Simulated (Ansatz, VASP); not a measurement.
One calculation of V, two programs

```xyz
1
Lattice="0.0000 1.9083 1.9083 1.9083 0.0000 1.9083 1.9083 1.9083 0.0000" Properties=species:S:1:pos:R:3 pbc="T T T"
V     0.0000    0.0000    0.0000
```

Alike in both runs: functional PBE; k mesh 19 × 19 × 19; occupations fermi-dirac, width 0.05 eV; collinear spin.

Ansatz relaxed the structure, and its values are those at the end. VASP's run is a single point on that final structure, the one shown.

|  | VASP | Ansatz |
| --- | --- | --- |
| version | VASP 6.6.1 | Ansatz 0.2.0 |
| potentials or method | VASP PAW PBE potentials, release 64 (V_sv) | PAW with Ansatz's default frozen-core files, scalar-relativistic |
| plane-wave cutoff (eV) | 520 | 420 |
| valence electrons in the cell | 13 | 13 |

VASP gave:

| Quantity | Value |
| --- | --- |
| pressure (GPa) | 0.2 |
| net moment per atom (μB) | 0.00 |

Task: What did Ansatz give for the same quantities?

Result: Pressure (GPa): 0.0; net moment per atom (μB): 0.00.

Ansatz's warnings: seeded moment not kept.
